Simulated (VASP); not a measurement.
TaTe: single point with PBE

The system is TaTe.

```
CELL_PARAMETERS angstrom
0.00000 3.15993 3.15993
6.31986 3.15993 3.15993
6.31986 6.31986 0.00000
ATOMIC_POSITIONS crystal
Ta 0.00000 0.00000 0.00000
Ta 0.00000 0.00000 0.50000
Te 0.25000 0.25000 0.00000
Te 0.25000 0.25000 0.50000
```

```
Program                : VASP 6.6.1
Task                   : single point
Functional             : PBE
Potentials or basis    : VASP PAW PBE potentials, release 64 (Ta_pv, Te)
Cutoff                 : 520 eV
k mesh                 : 10 × 10 × 5
Occupations            : gaussian, width 0.05 eV
Spin                   : collinear spin
Starting moments       : [2.0, -2.0, 0.0, 0.0] μB
Dipole correction      : no
Further INCAR settings : ALGO = Normal; EDIFF = 1e-06; NBANDS = 29
```

* Pressure: -0.4 GPa
* Band gap on the k mesh: zero (filled and empty bands overlap)
* Net moment: 0.00 μB per cell
* Site moments: Ta +1.07, -1.07; Te +0.00 μB
* Valence electrons inside the program's atomic spheres: Ta 8.77; Te 3.52

Stress tensor (GPa, compression positive):
```
-0.60  0.00  0.00
 0.00 -0.25  0.00
 0.00  0.00 -0.25
```

Levels at points of the mesh, in eV from the Fermi level:
Spin up:
```tsv
k point	band 13	band 14	band 15	band 16	band 17	band 18	band 19	band 20	band 21	band 22
(0.00, 0.00, 0.00)	-3.25	-3.25	-0.96	-0.61	-0.23	0.50	0.88	1.09	1.09	1.27
(0.50, 0.00, 0.00)	-3.57	-3.51	-0.15	-0.07	0.08	0.15	0.93	0.98	2.02	2.17
(0.50, 0.50, 0.00)	-3.26	-3.17	-1.00	-1.00	-0.44	-0.37	0.71	0.83	1.13	1.13
```
Spin down:
```tsv
k point	band 15	band 16	band 17	band 18	band 19	band 20
(0.00, 0.00, 0.00)	-0.96	-0.61	-0.23	0.50	0.88	1.09
(0.50, 0.00, 0.00)	-0.15	-0.07	0.08	0.15	0.93	0.98
(0.50, 0.50, 0.00)	-1.00	-1.00	-0.44	-0.37	0.71	0.83
```

It took 25 min on 1 thread of Intel Xeon 8259CL, on a shared host, peak memory 0.69 GiB.

Caveat: spin-orbit coupling is left out, which moves the levels of the heavy elements.
